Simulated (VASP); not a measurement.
# MoSe (Fm-3m) in VASP: settings compared

MoSe is run at these levels: PBE-based screened hybrid with 20 % exact exchange, PBE-based screened hybrid with 25 % exact exchange, PBE-based screened hybrid with 30 % exact exchange; tasks: single point.

All numbers are computed with VASP 6.6.1; they aren't measurements. Logs are shortened: lines on timing, memory, paths and dates and some standing lists are left out, and cuts for length are marked.

## 1. The cell of the first run

The structure is cubic, space group Fm-3m (No. 225). Conventional cell: a = 5.786 Å, b = 5.786 Å, c = 5.786 Å, α = 90.00°, β = 90.00°, γ = 90.00°. Within 3.8 Å of Mo (site symmetry m-3m) lie 6 Se at 2.89 Å. Se (site symmetry m-3m) has 6 Mo at 2.89 Å within 3.8 Å.

## 2. Single point, PBE-based screened hybrid with 20 % exact exchange

The input, POSCAR:

```
MoSe
1.0
    0.0000000000      2.8928795100      2.8928795100
    2.8928795100      0.0000000000      2.8928795100
    2.8928795100      2.8928795100      0.0000000000
Mo Se
1 1
Direct
    0.0000000000      0.0000000000      0.0000000000
    0.5000000000      0.5000000000      0.5000000000
```

The input, INCAR.step1:

```
  ALGO = Normal
  EDIFF = 1E-5
  ENCUT = 520
  GGA = PE
  ISIF = 2
  ISMEAR = -1
  LASPH = True
  LCHARG = False
  LREAL = False
  LWAVE = True
  NBANDS = 17
  NELM = 60
  PREC = Accurate
  SIGMA = 0.05
```

The input, INCAR.step2:

```
  AEXX = 0.2
  ALGO = Normal
  EDIFF = 1E-7
  ENCUT = 520
  GGA = PE
  HFSCREEN = 0.2
  ISIF = 2
  ISMEAR = -1
  ISTART = 1
  LASPH = True
  LCHARG = False
  LHFCALC = True
  LREAL = False
  LWAVE = False
  NBANDS = 17
  NELM = 60
  PREC = Accurate
  PRECFOCK = Normal
  SIGMA = 0.05
```

The input, KPOINTS:

```
k-points
0
Gamma
  4 4 4
```

Potentials or basis: VASP PAW PBE potentials, release 64 (Mo_sv, Se).

Command:

```
$ cat potpaw_PBE.64/Mo_sv/POTCAR potpaw_PBE.64/Se/POTCAR > POTCAR
$ cp INCAR.step1 INCAR
$ mpirun -np 1 vasp_std > vasp.out
$ cp INCAR.step2 INCAR
$ mpirun -np 1 vasp_std > vasp.out
```

OUTCAR:

```text
AEXX = 0.2
   EDIFF = 1E-7
   ENCUT = 520
   GGA = PE
   HFSCREEN = 0.2
   ISIF = 2
   ISMEAR = -1
   ISTART = 1
   LASPH = True
   LHFCALC = True
   LREAL = False
   NELM = 60
   PREC = Accurate
   PRECFOCK = Normal

 ion  position               nearest neighbor table
   1  0.000  0.000  0.000-   2 2.89   2 2.89   2 2.89   2 2.89   2 2.89   2 2.89
   2  0.500  0.500  0.500-   1 2.89   1 2.89   1 2.89   1 2.89   1 2.89   1 2.89

  LATTYP: Found a face centered cubic cell.
 ALAT       =     5.7857590200

  Lattice vectors:

 A1 = (   0.0000000000,   2.8928795100,   2.8928795100)
 A2 = (   2.8928795100,   0.0000000000,   2.8928795100)
 A3 = (   2.8928795100,   2.8928795100,   0.0000000000)

Analysis of symmetry for initial positions (statically):
=====================================================================
 Subroutine PRICEL returns:
 Original cell was already a primitive cell.

 Routine SETGRP: Setting up the symmetry group for a
 face centered cubic supercell.

 Subroutine GETGRP returns: Found 48 space group operations
 (whereof 48 operations were pure point group operations)
 out of a pool of 48 trial point group operations.

The static configuration has the point symmetry O_h .

Analysis of symmetry for dynamics (positions and initial velocities):
=====================================================================
 Subroutine PRICEL returns:
 Original cell was already a primitive cell.

 Routine SETGRP: Setting up the symmetry group for a
 face centered cubic supercell.

 Subroutine GETGRP returns: Found 48 space group operations
 (whereof 48 operations were pure point group operations)
 out of a pool of 48 trial point group operations.

The dynamic configuration has the point symmetry O_h .

 Subroutine INISYM returns: Found 48 space group operations
 (whereof 48 operations are pure point group operations),
 and found     1 'primitive' translations

----------------------------------------------------------------------------------------

                                     Primitive cell

  volume of cell :      48.4196

  direct lattice vectors                    reciprocal lattice vectors
     0.000000000  2.892879510  2.892879510    -0.172838170  0.172838170  0.172838170
[... 72 lines left out ...]
   NSW    =      0    number of steps for IOM
   IBRION =     -1    ionic relax: 0-MD 1-quasi-New 2-CG
   NFREE  =      0    steps in history (QN), initial steepest desc. (CG)
   ISIF   =      2    stress and relaxation
   ISYM   =      3    0-nonsym 1-usesym 2-fastsym
   POTIM  = 0.5000    time-step for ionic-motion
   TEBEG  =    0.0;   TEEND  =   0.0 temperature during run
   PSTRESS=    0.0 pullay stress
   NELECT =      20.0000    total number of electrons
   NUPDOWN=      -1.0000    fix difference up-down
   EMIN   =  10.00;   EMAX   =-10.00  energy-range for DOS
   EFERMI =   0.00;   METHOD = LEGACY
   ISMEAR =    -1;   SIGMA  =   0.05  broadening in eV -4-tet -1-fermi 0-gaus
   EFERMI_NEDOS =   21; number of points for ismear=-14 and -15
   IALGO  =     38    algorithm
   IMIX   =      1    mixing-type and parameters
     AMIX     =   0.40;   BMIX     =  1.00
     AMIX_MAG =   1.60;   BMIX_MAG =  1.00
  volume/ion in A,a.u.               =      24.21       163.38
  Fermi-wavevector in a.u.,A,eV,Ry     =   1.219208  2.303969 20.224628  1.486468
  Thomas-Fermi vector in A             =   2.354468
   LORBIT       =      0    0 simple, 1 ext, 2 COOP (PROOUT), +10 PAW based schemes
   GGA     = PE    functional components
   LHFCALC =     T    Hartree Fock is set to
   PRECFOCK=normal    Normal, Fast or Accurate (Low or Medium for compatibility)
   ENCUT4O =  -1.0   cutoff for four orbital integrals eV
   NKREDX  =     1    reduce k-point grid by
   NKREDY  =     1    reduce k-point grid by
   NKREDZ  =     1    reduce k-point grid by
   AEXX    =    0.2000 exact exchange contribution
   HFSCREEN=    0.2000 screening length (either q_TF or 0.3 A-1)
   HFSCREENC=   0.2000 screening length for correlation (either q_TF or 0.3 A-1)
   ENCUTFOCK=  -1.0 apply spherical cutoff to Coloumb kernel
   IVDW    =     0    specifies the selected vdW correction
   LEPSILON=     F    determine dielectric tensor
   LRPA    =     F    only Hartree local field effects (RPA)
 non-spin polarized calculation
  energy-cutoff  :      520.00
  volume of cell :       48.42
 maximum number of plane-waves:      1323
  NGX = 24; NGY = 24; NGZ = 24

 number of electron      20.0000001 magnetization

 Free energy of the ion-electron system (eV)
  ---------------------------------------------------
  ext. energy  EPLUGINS =         0.00000000
  ---------------------------------------------------
  free energy    TOTEN  =       -14.05968379 eV

  energy without entropy =      -14.01149299  energy(sigma->0) =      -14.03558839

 E-fermi :   5.8482     XC(G=0):  -8.8452

 val. band max:        5.7461752899   @ k =  -0.2500   0.2500   0.0000
 cond. band min:       5.8496625744   @ k =   0.5000   0.2500   0.0000
 fundamental gap:      0.1034872845
 Fermi energy:         5.8481537341

 k-point     1 :       0.0000    0.0000    0.0000
  band No.  band energies     occupation
      1     -58.8384      2.00000
      2     -31.7628      2.00000
      3     -31.7628      2.00000
      4     -31.7627      2.00000
      5      -9.6628      2.00000
      6       3.4845      2.00000
[... 137 lines left out ...]
      4     -31.7819      2.00000
      5      -8.8101      2.00000
      6       0.8866      2.00000
[... 9 lines left out ...]
     16      13.5109      0.00000
     17      13.5109      0.00000

------------------------ aborting loop because EDIFF is reached ----------------------------------------

  FORCE on cell =-STRESS in cart. coord.  units (eV):
  Direction    XX          YY          ZZ          XY          YZ          ZX
  --------------------------------------------------------------------------------------
  -------------------------------------------------------------------------------------
  Total       -7.1004772     -7.1004772     -7.1004772     -0.0000000     -0.0000000      0.0000000
  in kB     -234.9508874   -234.9508874   -234.9508874     -0.0000000     -0.0000000      0.0000000
  external PRESSURE =    -234.9508874 kB  Pullay stress =       0.0000000 kB

 VOLUME and BASIS-vectors are now :
 -----------------------------------------------------------------------------
  energy-cutoff  :      520.00
  volume of cell :       48.42
      direct lattice vectors                 reciprocal lattice vectors
     0.000000000  2.892879510  2.892879510    -0.172838170  0.172838170  0.172838170
     2.892879510  0.000000000  2.892879510     0.172838170 -0.172838170  0.172838170
     2.892879510  2.892879510  0.000000000     0.172838170  0.172838170 -0.172838170

 POSITION                                       TOTAL-FORCE (eV/Angst)
 -----------------------------------------------------------------------------------
      0.00000      0.00000      0.00000        -0.000000      0.000000     -0.000000
      2.89288      2.89288      2.89288         0.000000     -0.000000      0.000000
 -----------------------------------------------------------------------------------
    total drift:                               -0.000000     -0.000000     -0.000000

  FREE ENERGIE OF THE ION-ELECTRON SYSTEM (eV)
  ---------------------------------------------------
  free  energy   TOTEN  =       -14.0596837864 eV

  energy  without entropy=      -14.0114929894  energy(sigma->0) =      -14.03558839
```

OSZICAR.step1:

```text
N       E                     dE             d eps       ncg     rms          rms(c)
DAV:   1     0.127323237816E+03    0.12732E+03   -0.10402E+04   280   0.110E+03
DAV:   2    -0.927601139562E+01   -0.13660E+03   -0.13412E+03   354   0.279E+02
DAV:   3    -0.128548128808E+02   -0.35788E+01   -0.35556E+01   293   0.426E+01
DAV:   4    -0.128758958785E+02   -0.21083E-01   -0.21076E-01   337   0.367E+00
DAV:   5    -0.128760279031E+02   -0.13202E-03   -0.13203E-03   288   0.294E-01    0.680E+00
DAV:   6    -0.123482774231E+02    0.52775E+00   -0.41672E+00   274   0.118E+01    0.313E+00
DAV:   7    -0.122403215843E+02    0.10796E+00   -0.31970E-01   281   0.423E+00    0.164E+00
DAV:   8    -0.122403468941E+02   -0.25310E-04   -0.26362E-02   280   0.105E+00    0.407E-01
DAV:   9    -0.122405835822E+02   -0.23669E-03   -0.12742E-03   293   0.231E-01    0.161E-01
DAV:  10    -0.122406450977E+02   -0.61516E-04   -0.32955E-04   275   0.135E-01    0.336E-02
DAV:  11    -0.122406459829E+02   -0.88517E-06   -0.13578E-05   226   0.334E-02
   1 F= -.12240646E+02 E0= -.12214067E+02  d E =-.531578E-01
```

Wall time 5.7 min (1 thread of Intel Xeon 6975P-C (Granite Rapids), shared host); peak memory 0.27 GiB.

Results:

```yaml
Free_energy: -14.0597 eV
Pressure: -23.5 GPa
Band_gap_on_the_k_mesh: zero (bands 10 and 11 overlap by 1.46 eV)
```

Levels at points of the mesh, in eV from the Fermi level:
```csv
k point,band 7,band 8,band 9,band 10,band 11,band 12,band 13,band 14
"(0.00, 0.00, 0.00)",-2.36,-2.36,-1.46,-1.46,-1.46,-0.76,-0.76,1.18
"(0.50, 0.00, 0.00)",-4.60,-4.60,-0.22,-0.22,0.28,2.82,3.44,3.44
"(0.50, 0.50, 0.00)",-3.57,-3.57,-2.51,-0.16,0.27,0.27,1.09,1.99
```

Caveat: the k points lie up to 0.47 Å⁻¹ apart, too coarse for converged energies and pressures of a metal; the PAW data sets were made with another functional, which shifts forces and pressure a little.

(Part 1 of 2 ends here.)

The gap in the log of VASP goes by the Fermi energy; the results here count the filled bands.